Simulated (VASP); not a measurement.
Here is a VASP 6.6.1 calculation.

INCAR

```
PREC = Accurate ; ENCUT = 600
EDIFF = 1E-7 ; ISMEAR = 0
SIGMA = 0.02 ; LREAL = False
LASPH = True ; NELM = 100
ALGO = Normal ; ISIF = 3
LWAVE = False ; LCHARG = False
GGA = CA ; IBRION = 2
NSW = 100 ; EDIFFG = -0.005
```

File KPOINTS:

```
Automatic mesh
0
Gamma
  6 6 6
```

POSCAR

```
KI
1.0
    0.0000000000      3.4109309835      3.4109309835
    3.4109309835      0.0000000000      3.4109309835
    3.4109309835      3.4109309835      0.0000000000
K I
1 1
Direct
    0.0000000000      0.0000000000      0.0000000000
    0.5000000000      0.5000000000      0.5000000000
```

Potentials or basis: VASP PAW LDA potentials, release 64 (K_sv, I).

The run is started by

```console
$ cat potpaw_LDA.64/K_sv/POTCAR potpaw_LDA.64/I/POTCAR > POTCAR
$ mpirun -np 1 vasp_std > vasp.out
```

Task: Estimate the space group after relaxing (to 0.05 Å).

Result: Fm-3m (No. 225).

Task: Estimate the relaxed volume.

Result: 39.74 Å³/atom.

Final structure:
```xyz
2
Lattice="0.0000 3.4126 3.4126 3.4126 0.0000 3.4126 3.4126 3.4126 0.0000" Properties=species:S:1:pos:R:3 pbc="T T T"
K     0.0000    0.0000    0.0000
I     3.4126    3.4126    3.4126
```
